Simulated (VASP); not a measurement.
# Al3Cu2 (P-3m1) in VASP: further runs

The runs below take Al3Cu2 through single point, with LDA.

Everything below comes from runs of VASP 6.6.1. Logs are shortened: lines on timing, memory, paths and dates and some standing lists are left out, and cuts for length are marked.

### 1 The cell of the first run

Symmetry: P-3m1, No. 164, trigonal system. Conventional cell: a = 4.036 Å, b = 4.036 Å, c = 4.909 Å, α = 90.00°, β = 90.00°, γ = 120.00°. Within 3.2 Å of Al (site symmetry -3m) lie 6 Cu at 2.46 Å and 6 Al at 2.90 Å. Al (site symmetry 3m) has 5 Cu at 2.41 to 2.52 Å and 6 Al at 2.75 to 2.90 Å within 3.2 Å. Within 3.2 Å of Cu (site symmetry 3m) lie 8 Al at 2.41 to 2.52 Å and 3 Cu at 2.80 Å.

### 2 Single point, LDA

INCAR reads:

```
SYSTEM = Al3Cu2
  PREC = Accurate
  ENCUT = 520
  EDIFF = 1E-6
  ISMEAR = -1
  SIGMA = 0.15
  LREAL = .FALSE.
  LASPH = .TRUE.
  NELM = 100
  ALGO = Fast
  ISIF = 2
  LWAVE = .FALSE.
  LCHARG = .FALSE.
  NBANDS = 24
```

KPOINTS reads:

```
Automatic mesh
0
G
  12 12 8
  0 0 0
```

POSCAR reads:

```
Al3Cu2
1.0
    4.0363469348      0.0000000000      0.0000000000
   -2.0181734674      3.4955789840      0.0000000000
    0.0000000000      0.0000000000      4.9092321228
Al Cu
3 2
Direct
    0.0000000000      0.0000000000      0.0000000000
    0.3333333333      0.6666666667      0.3513680512
    0.6666666667      0.3333333333      0.6486319488
    0.3333333333      0.6666666667      0.8422686744
    0.6666666667      0.3333333333      0.1577313256
```

Potentials or basis: VASP PAW LDA potentials, release 64 (Al, Cu).

Started as:

```
cat potpaw_LDA.64/Al/POTCAR potpaw_LDA.64/Cu/POTCAR > POTCAR
mpirun -np 1 vasp_std > vasp.out
```

OUTCAR:

```text
SYSTEM = Al3Cu2
   PREC = Accurate
   ENCUT = 520
   EDIFF = 1E-6
   ISMEAR = -1
   LREAL = .FALSE.
   LASPH = .TRUE.
   NELM = 100
   ISIF = 2

 ion  position               nearest neighbor table
   1  0.000  0.000  0.000-   4 2.46   5 2.46   4 2.46   5 2.46   5 2.46   4 2.46   2 2.90   3 2.90
                             2 2.90   3 2.90   2 2.90   3 2.90
   2  0.333  0.667  0.351-   4 2.41   4 2.50   5 2.52   5 2.52   5 2.52   3 2.75   3 2.75   3 2.75
                             1 2.90   1 2.90   1 2.90
   3  0.667  0.333  0.649-   5 2.41   5 2.50   4 2.52   4 2.52   4 2.52   2 2.75   2 2.75   2 2.75
                             1 2.90   1 2.90   1 2.90
   4  0.333  0.667  0.842-   2 2.41   1 2.46   1 2.46   1 2.46   2 2.50   3 2.52   3 2.52   3 2.52

   5  0.667  0.333  0.158-   3 2.41   1 2.46   1 2.46   1 2.46   3 2.50   2 2.52   2 2.52   2 2.52

  LATTYP: Found a hexagonal cell.
 ALAT       =     4.0363469348
 C/A-ratio  =     1.2162562342

  Lattice vectors:

 A1 = (   4.0363469348,   0.0000000000,   0.0000000000)
 A2 = (  -2.0181734674,   3.4955789840,   0.0000000000)
 A3 = (   0.0000000000,   0.0000000000,   4.9092321228)

Analysis of symmetry for initial positions (statically):
=====================================================================
 Subroutine PRICEL returns:
 Original cell was already a primitive cell.

 Routine SETGRP: Setting up the symmetry group for a
 hexagonal supercell.

 Subroutine GETGRP returns: Found 12 space group operations
 (whereof 12 operations were pure point group operations)
 out of a pool of 24 trial point group operations.

The static configuration has the point symmetry D_3d.

Analysis of symmetry for dynamics (positions and initial velocities):
=====================================================================
 Subroutine PRICEL returns:
 Original cell was already a primitive cell.

 Routine SETGRP: Setting up the symmetry group for a
 hexagonal supercell.

 Subroutine GETGRP returns: Found 12 space group operations
 (whereof 12 operations were pure point group operations)
 out of a pool of 24 trial point group operations.

The dynamic configuration has the point symmetry D_3d.

 Subroutine INISYM returns: Found 12 space group operations
 (whereof 12 operations are pure point group operations),
 and found     1 'primitive' translations

----------------------------------------------------------------------------------------

                                     Primitive cell

  volume of cell :      69.2662

  direct lattice vectors                    reciprocal lattice vectors
     4.036346935  0.000000000  0.000000000     0.247748773  0.143037821  0.000000000
    -2.018173467  3.495578984  0.000000000     0.000000000  0.286075641  0.000000000
     0.000000000  0.000000000  4.909232123     0.000000000  0.000000000  0.203697844

  length of vectors
     4.036346935  4.036346935  4.909232123     0.286075641  0.286075641  0.203697844

  position of ions in fractional coordinates (direct lattice)
     0.000000000  0.000000000  0.000000000
     0.333333333  0.666666667  0.351368051
     0.666666667  0.333333333  0.648631949
     0.333333333  0.666666667  0.842268674
     0.666666667  0.333333333  0.157731326

  ion indices of the primitive-cell ions
   primitive index   ion index
                 1           1
                 2           2
                 3           3
                 4           4
                 5           5

----------------------------------------------------------------------------------------

 KPOINTS: Automatic mesh

Automatic generation of k-mesh.
 Grid dimensions read from file:
 generate k-points for:   12   12    8

 Generating k-lattice:

  Cartesian coordinates                     Fractional coordinates (reciprocal lattice)
     0.020645731  0.011919818  0.000000000     0.083333333  0.000000000  0.000000000
     0.000000000  0.023839637  0.000000000     0.000000000  0.083333333  0.000000000
     0.000000000  0.000000000  0.025462231     0.000000000  0.000000000  0.125000000

  Length of vectors
     0.023839637  0.023839637  0.025462231

  Shift w.r.t. Gamma in fractional coordinates (k-lattice)
     0.000000000  0.000000000  0.000000000

 Subroutine IBZKPT returns following result:
 ===========================================

 Found    131 irreducible k-points:

 Following reciprocal coordinates:
            Coordinates               Weight
  0.000000  0.000000  0.000000      1.000000
  0.083333 -0.000000  0.000000      6.000000
  0.166667 -0.000000  0.000000      6.000000
  0.250000 -0.000000  0.000000      6.000000
  0.333333  0.000000  0.000000      6.000000
  0.416667 -0.000000  0.000000      6.000000
[... 16 lines left out ...]
  0.166667 -0.000000  0.125000      6.000000
  0.000000  0.166667  0.125000      6.000000
 [... further k-points ...]
   k-points           NKPTS =    131   k-points in BZ     NKDIM =    131   number of bands    NBANDS=     24
   number of dos      NEDOS =    301   number of ions     NIONS =      5
   total plane-waves  NPLWV =  36000
   dimension x,y,z NGX =    30 NGY =   30 NGZ =   40
   dimension x,y,z NGXF=    60 NGYF=   60 NGZF=   80
   ions per type =               3   2
   NGX,Y,Z   is equivalent  to a cutoff of  12.36, 12.36, 13.55 a.u.
   NGXF,Y,Z  is equivalent  to a cutoff of  24.71, 24.71, 27.09 a.u.
 SYSTEM =  Al3Cu2
   PREC   = accura    normal or accurate (medium, high low for compatibility)
   ISTART =      0    job   : 0-new  1-cont  2-samecut
   ICHARG =      2    charge: 1-file 2-atom 10-const
   ISPIN  =      1    spin polarized calculation?
   LNONCOLLINEAR =      F non collinear calculations
   LSORBIT =      F    spin-orbit coupling
   LASPH  =      T    aspherical Exc in radial PAW
   ENCUT  =  520.0 eV  38.22 Ry    6.18 a.u.   7.50  7.50  9.13*2*pi/ulx,y,z
   NELM   =    100;   NELMIN=  2; NELMDL= -5     # of ELM steps
   EDIFF  = 0.1E-05   stopping-criterion for ELM
   LREAL  =      F    real-space projection
   EDIFFG = 0.1E-04   stopping-criterion for IOM
   NSW    =      0    number of steps for IOM
   IBRION =     -1    ionic relax: 0-MD 1-quasi-New 2-CG
   NFREE  =      0    steps in history (QN), initial steepest desc. (CG)
   ISIF   =      2    stress and relaxation
   ISYM   =      2    0-nonsym 1-usesym 2-fastsym
   POTIM  = 0.5000    time-step for ionic-motion
   TEBEG  =    0.0;   TEEND  =   0.0 temperature during run
   PSTRESS=    0.0 pullay stress
   NELECT =      31.0000    total number of electrons
   NUPDOWN=      -1.0000    fix difference up-down
   EMIN   =  10.00;   EMAX   =-10.00  energy-range for DOS
   EFERMI =   0.00;   METHOD = LEGACY
   ISMEAR =    -1;   SIGMA  =   0.15  broadening in eV -4-tet -1-fermi 0-gaus
   EFERMI_NEDOS =   21; number of points for ismear=-14 and -15
   IALGO  =     68    algorithm
   IMIX   =      4    mixing-type and parameters
     AMIX     =   0.40;   BMIX     =  1.00
     AMIX_MAG =   1.60;   BMIX_MAG =  1.00
  volume/ion in A,a.u.               =      13.85        93.49
  Fermi-wavevector in a.u.,A,eV,Ry     =   1.252242  2.366395 21.335439  1.568111
  Thomas-Fermi vector in A             =   2.386152
   LORBIT       =      0    0 simple, 1 ext, 2 COOP (PROOUT), +10 PAW based schemes
   GGA     = CA    functional components
   LHFCALC =     F    Hartree Fock is set to
   AEXX    =    0.0000 exact exchange contribution
   IVDW    =     0    specifies the selected vdW correction
   LEPSILON=     F    determine dielectric tensor
   LRPA    =     F    only Hartree local field effects (RPA)
 non-spin polarized calculation
 RMM-DIIS sequential band-by-band and
  energy-cutoff  :      520.00
  volume of cell :       69.27
 maximum number of plane-waves:      1888
 NGX is ok and might be reduce to    30
   NGX = 15   NGY = 15   NGZ = 19

 number of electron      31.0000015 magnetization

 Free energy of the ion-electron system (eV)
  ---------------------------------------------------
  ext. energy  EPLUGINS =         0.00000000
  ---------------------------------------------------
  free energy    TOTEN  =       -22.94987484 eV

  energy without entropy =      -22.86074735  energy(sigma->0) =      -22.90531110

 E-fermi :   8.7150     XC(G=0): -11.3808

 val. band max:        8.7050643823   @ k =   0.1667   0.1667   0.2500
 cond. band min:       8.7351136153   @ k =   0.5000  -0.0000   0.0000
 fundamental gap:      0.0300492330
 Fermi energy:         8.7149743804

 k-point     1 :       0.0000    0.0000    0.0000
  band No.  band energies     occupation
      1      -2.8598      2.00000
      2       2.0294      2.00000
      3       2.6080      2.00000
      4       3.0683      2.00000
      5       3.0683      2.00000
      6       3.4335      2.00000
[... 16 lines left out ...]
     23      14.6566      0.00000
     24      14.6567      0.00000

 k-point     2 :       0.0833   -0.0000    0.0000
  band No.  band energies     occupation
      1      -2.7749      2.00000
      2       2.0706      2.00000
      3       2.5900      2.00000
      4       3.0952      2.00000
      5       3.0987      2.00000
      6       3.4170      2.00000
[... 16 lines left out ...]
     23      14.4113      0.00000
     24      14.4183      0.00000

 k-point     3 :       0.1667   -0.0000    0.0000
  band No.  band energies     occupation
      1      -2.5213      2.00000
      2       2.1776      2.00000
      3       2.5277      2.00000
      4       3.1665      2.00000
      5       3.1730      2.00000
      6       3.3739      2.00000
[... 16 lines left out ...]
     23      14.0165      0.00000
     24      14.4225      0.00000
[... 514 lines left out ...]
 k-point    23 :       0.1667   -0.0000    0.1250
  band No.  band energies     occupation
      1      -2.4303      2.00000
      2       1.7229      2.00000
      3       2.6591      2.00000
      4       3.0842      2.00000
      5       3.1597      2.00000
      6       3.4236      2.00000
[... 16 lines left out ...]
     23      14.3983      0.00000
     24      14.9906      0.00000

 k-point    24 :       0.0000    0.1667    0.1250
  band No.  band energies     occupation
      1      -2.4299      2.00000
      2       1.7087      2.00000
      3       2.6452      2.00000
      4       3.1429      2.00000
      5       3.1567      2.00000
      6       3.3689      2.00000
[... 16 lines left out ...]
     23      14.4257      0.00000
     24      14.8163      0.00000

 [... further k-points ...]
[... 5 lines left out ...]
  --------------------------------------------------------------------------------------
  -------------------------------------------------------------------------------------
  Total        0.9926830      0.9926830      1.0147392      0.0000000      0.0000000     -0.0000000
  in kB       22.9614855     22.9614855     23.4716629      0.0000000      0.0000000     -0.0000000
  external PRESSURE =      23.1315447 kB  Pullay stress =       0.0000000 kB

 VOLUME and BASIS-vectors are now :
 -----------------------------------------------------------------------------
  energy-cutoff  :      520.00
  volume of cell :       69.27
      direct lattice vectors                 reciprocal lattice vectors
     4.036346935  0.000000000  0.000000000     0.247748773  0.143037821  0.000000000
    -2.018173467  3.495578984  0.000000000     0.000000000  0.286075641  0.000000000
     0.000000000  0.000000000  4.909232123     0.000000000  0.000000000  0.203697844

 POSITION                                       TOTAL-FORCE (eV/Angst)
 -----------------------------------------------------------------------------------
      0.00000      0.00000      0.00000        -0.000000      0.000000      0.000000
     -0.00000      2.33039      1.72495        -0.000000      0.000000      0.005305
      2.01817      1.16519      3.18428         0.000000     -0.000000     -0.005305
     -0.00000      2.33039      4.13489        -0.000000      0.000000      0.003031
      2.01817      1.16519      0.77434        -0.000000      0.000000     -0.003031
 -----------------------------------------------------------------------------------
    total drift:                                0.000000     -0.000000      0.000000

  FREE ENERGIE OF THE ION-ELECTRON SYSTEM (eV)
  ---------------------------------------------------
  free  energy   TOTEN  =       -22.9498748437 eV

  energy  without entropy=      -22.8607473504  energy(sigma->0) =      -22.90531110
```

It took 2.4 min on 1 thread of Intel Xeon 6975P-C (Granite Rapids), shared host; peak memory 0.29 GiB.

What came out:

| Item | Value |
| --- | --- |
| Free energy | -22.9499 eV |
| Pressure | 2.3 GPa |
| Largest force | 0.005 eV/Å |

Forces on the atoms (eV/Å):
```
Al   0.000  0.000  0.000
Al   0.000  0.000  0.005
Al   0.000  0.000 -0.005
Cu   0.000  0.000  0.003
Cu   0.000  0.000 -0.003
```

[end of part 1 of 2]
